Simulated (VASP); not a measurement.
## Si2W3: single point with PBE

Si2W3:

```
CELL_PARAMETERS angstrom
3.16295 0.00000 0.00000
0.00000 3.16295 0.00000
0.00000 0.00000 9.07090
ATOMIC_POSITIONS crystal
Si 0.50000 0.00000 0.00000
Si 0.00000 0.50000 0.00000
W 0.00000 0.00000 0.22722
W 0.00000 0.00000 0.77278
W 0.00000 0.00000 0.50000
```

The cell was generated, and may not be a known phase.

```yaml
Program: VASP 6.6.1
Task: single point
Functional: PBE
Potentials_or_basis: VASP PAW PBE potentials, release 64 (Si, W_sv)
Cutoff: 520 eV
k_mesh: 12 × 12 × 4
Occupations: gaussian, width 0.1 eV
Spin: no spin polarisation
```

* Pressure: 0.2 GPa
* Largest force: 0.069 eV/Å
* Band gap on the k mesh: zero (bands 25 and 26 overlap by 1.73 eV)

Forces on the atoms (eV/Å):
```
Si   0.000  0.000  0.000
Si   0.000  0.000  0.000
W    0.000  0.000 -0.069
W    0.000  0.000  0.069
W    0.000  0.000  0.000
```

Stress tensor (GPa, compression positive):
```
-0.06  0.00  0.00
 0.00 -0.06  0.00
 0.00  0.00  0.75
```

Levels at points of the mesh, in eV from the Fermi level:
```tsv
k point	band 21	band 22	band 23	band 24	band 25	band 26	band 27	band 28	band 29	band 30
(0.00, 0.00, 0.00)	-2.41	-2.00	-1.68	-1.02	-1.02	-0.03	1.65	1.89	2.20	2.39
(0.50, 0.00, 0.00)	-1.43	-1.30	-1.18	-0.67	-0.45	0.44	0.87	1.28	2.50	2.84
(0.50, 0.50, 0.00)	-2.01	-1.20	-1.20	-1.15	-0.71	-0.01	-0.01	3.15	3.33	3.93
(0.00, 0.00, 0.50)	-2.97	-1.57	-1.17	-0.70	0.06	0.06	0.10	0.10	1.95	2.09
(0.50, 0.00, 0.50)	-1.65	-1.49	-0.36	0.15	0.51	0.56	1.07	1.12	1.15	1.28
(0.50, 0.50, 0.50)	-2.33	-2.33	-1.63	-1.42	1.16	1.16	2.36	2.38	3.16	3.32
```

Wall time 2.6 min on 1 thread of AMD EPYC 9R45 96-Core Processor (Zen 5), on a shared host, peak memory 0.3 GiB.

Caveat: spin-orbit coupling is left out, which moves the levels of the heavy elements.
